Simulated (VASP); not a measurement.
Here is a VASP 6.6.1 calculation.

INCAR

```
SYSTEM = Cu
PREC = Accurate ; ENCUT = 520
EDIFF = 1E-6 ; ISMEAR = -1
SIGMA = 0.1 ; LREAL = .FALSE.
LASPH = .TRUE. ; NELM = 80
ALGO = Normal ; ISIF = 2
LWAVE = .FALSE. ; LCHARG = .TRUE.
GGA = PE ; LELF = .TRUE.
LVHAR = .TRUE. ; NBANDS = 12
```

The input KPOINTS:

```
Automatic mesh
0
G
  13 13 13
  0 0 0
```

File POSCAR:

```
Cu
1.0
    0.0000000000      1.8429501765      1.8429501765
    1.8429501765      0.0000000000      1.8429501765
    1.8429501765      1.8429501765      0.0000000000
Cu
1
Direct
    0.0000000000      0.0000000000      0.0000000000
```

Potentials or basis: VASP PAW PBE potentials, release 64 (Cu).

Launch:

```bash
$ cat potpaw_PBE.64/Cu/POTCAR > POTCAR
$ mpirun -np 1 vasp_std > vasp.out
```

Task: Predict the pressure.

Result: -5.3 GPa.
